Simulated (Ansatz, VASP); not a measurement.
# Co: VASP beside Ansatz

```
CELL_PARAMETERS angstrom
2.47018 0.00000 0.00000
-1.23509 2.13924 0.00000
0.00000 0.00000 3.99103
ATOMIC_POSITIONS crystal
Co 0.33333 0.66667 0.25000
Co 0.66667 0.33333 0.75000
```

Change from the starting cell: volume scaled by 0.97.

Alike in both runs: task single point; functional PBE; k mesh 17 × 17 × 9; occupations fermi-dirac, width 0.05 eV; collinear spin.

```csv
,VASP,Ansatz
version,VASP 6.6.1,Ansatz 0.2.0
potentials or method,"VASP PAW PBE potentials, release 64 (Co), cutoff 520 eV","all-electron LAPW, scalar-relativistic"
```

|  | VASP | Ansatz | Ansatz less VASP |
| --- | --- | --- | --- |
| pressure (GPa) | 6.0 | 6.8 | +0.75 |
| traceless stress, the component that is largest in VASP (GPa) | -0.20 | -0.12 | +0.079 |
| net moment per atom (μB) | 1.59 | 1.60 | +0.006 |
| size of the moment on the site where the two differ most (μB) | 1.61 | 1.65 | +0.046 |

Site moments also hang on the region over which each program counts them. Ansatz ran all-electron here, and VASP with PAW potentials.
